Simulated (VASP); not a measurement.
Runs of VASP 6.6.1 on LiH. The structure is cubic, space group F-43m (No. 216). Conventional cell: a = 4.290 Å, b = 4.290 Å, c = 4.290 Å, α = 90.00°, β = 90.00°, γ = 90.00°. Within 2.5 Å of Li (site symmetry -43m) lie 4 H at 1.86 Å. Within 2.5 Å of H (site symmetry -43m) lie 4 Li at 1.86 Å. 

| task | level | cell | k mesh | cutoff (eV) | smearing | share of exact exchange | screening parameter | gap on the mesh (eV) |
| --- | --- | --- | --- | --- | --- | --- | --- | --- |
| single point | HSE06 | as given | 8 × 8 × 8 | 520 | gaussian 0.01 eV | 0.25 | 0.2079 1/Å | (b) |
| relaxation of cell and atoms | HSE06 | relaxed | 6 × 6 × 6 | 600 | fermi-dirac 0.02 eV | 0.25 | 0.2079 1/Å | 5.38 |
| single point | r2SCAN0 | as given | 8 × 8 × 8 | 520 | gaussian 0.01 eV | 0.25 | - | 6.35 |
| single point | HF | as given | 8 × 8 × 8 | 520 | gaussian 0.01 eV | 1 | - | 12.16 |
| single point | PBE0 | as given | 8 × 8 × 8 | 520 | gaussian 0.01 eV | 0.25 | - | (a) |

Alike in all rows: potentials or basis VASP PAW PBE potentials, release 64 (Li_sv, H); no spin polarisation.

Task: Fill in the values left out.

Result: (a) 5.97; (b) 5.25.

Caveats: some runs use coarse meshes.

A k mesh can miss the band edges.
